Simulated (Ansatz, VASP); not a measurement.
# TePb in VASP and in Ansatz

```
Te Pb
1.0
     0.00000    3.45510    3.45510
     3.45510    0.00000    3.45510
     3.45510    3.45510    0.00000
Te Pb
1 1
Direct
  0.50000 0.50000 0.50000
  0.00000 0.00000 0.00000
```

Change from the starting cell: hydrostatic strain +5.7%.

Alike in both runs: task single point; functional HSE06; k mesh 6 × 6 × 6; no spin polarisation.

|  | VASP | Ansatz |
| --- | --- | --- |
| version | VASP 6.6.1 | Ansatz 0.2.0 |
| potentials or method | VASP PAW PBE potentials, release 64 (Te, Pb_d) | plane waves, PAW |
| plane-wave cutoff (eV) | 400 | 420 |
| occupations | gaussian, width 0.01 eV | fixed |
| valence electrons in the cell | 20 | 30 |

```tsv
	VASP	Ansatz	Ansatz less VASP
gap on the k mesh at the Fermi level (eV)	1.46	1.48	+0.024
pressure (GPa)	-5.1	-5.0	+0.11
```

VASP's potentials hold 20 valence electrons a cell and Ansatz's 30, so a difference there can come from the potentials and not from the codes. Ansatz's warnings: stress exchange threshold loose, stress scf threshold loose.

Neither program's run includes spin-orbit coupling.
